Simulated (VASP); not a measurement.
Runs of VASP 6.6.1 on Ni. The structure is that of space group Fm-3m (No. 225), or close to it. The cells are those of the table. 

```tsv
spin	cell	k mesh	gap on the mesh (eV)	pressure (GPa)	moment (μB)
collinear, ferromagnetic start	a = 2.571 Å, angles 60.0°, 1 atom	25 × 25 × 25	none	(b)	0.65
non-collinear, typed start, SOC	a = 2.506 Å, angles 60.0°, 1 atom	15 × 15 × 15	-	(a)	0.65
collinear, ferromagnetic start	a = 2.602 Å, angles 60.0°, 1 atom	25 × 25 × 25	none	-15.4	0.67
collinear, ferromagnetic start	a = 2.539 Å, angles 60.0°, 1 atom	25 × 25 × 25	none	-6.4	0.64
```

Alike in all rows: task single point; level revPBE; potentials or basis VASP PAW PBE potentials, release 64 (Ni); cutoff (eV) 520; smearing fermi-dirac 0.05 eV.

Task: Estimate the missing entries.

Result: (a) 0.2; (b) -11.4.

Caveats: the PAW data sets were made with another functional, which shifts forces and pressure a little; the cell stands under tension (at least some runs).

A gap of «none» marks levels without a gap at the run's occupations.
